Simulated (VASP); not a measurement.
Input of a VASP 6.6.1 run:

Contents of INCAR:

```
PREC = Accurate
ENCUT = 600
EDIFF = 1E-6
ISMEAR = -1
SIGMA = 0.15
LREAL = False
LASPH = True
NELM = 60
ALGO = Normal
ISIF = 3
LWAVE = False
LCHARG = False
GGA = PE
IBRION = 2
NSW = 80
EDIFFG = -0.001
```

The input KPOINTS:

```
regular mesh
0
Gamma
  18 18 10
```

POSCAR

```
Os
1.0
    2.7527908585      0.0000000000      0.0000000000
   -1.3763954292      2.3839868147      0.0000000000
    0.0000000000      0.0000000000      4.3508626244
Os
2
Direct
    0.3333333333      0.6666666667      0.2500000000
    0.6666666667      0.3333333333      0.7500000000
```

Potentials or basis: VASP PAW PBE potentials, release 64 (Os).

Launch:

```console
$ cat potpaw_PBE.64/Os/POTCAR > POTCAR
$ mpirun -np 1 vasp_std > vasp.out
```

Problem. Predict the band gap on the k mesh.

Solution. Zero (bands 8 and 9 overlap by 3.79 eV).

Problem. What does it give for the relaxed cell?

Solution. a = 2.755 Å, b = 2.755 Å, c = 4.349 Å, α = 90.00°, β = 90.00°, γ = 120.00°.

Final structure:
```
Os
1.0
     2.75462    0.00000    0.00000
    -1.37731    2.38557    0.00000
     0.00000    0.00000    4.34889
Os
2
Direct
  0.33333 0.66667 0.25000
  0.66667 0.33333 0.75000
```

Caveat: spin-orbit coupling is left out, which moves the levels of the heavy elements.
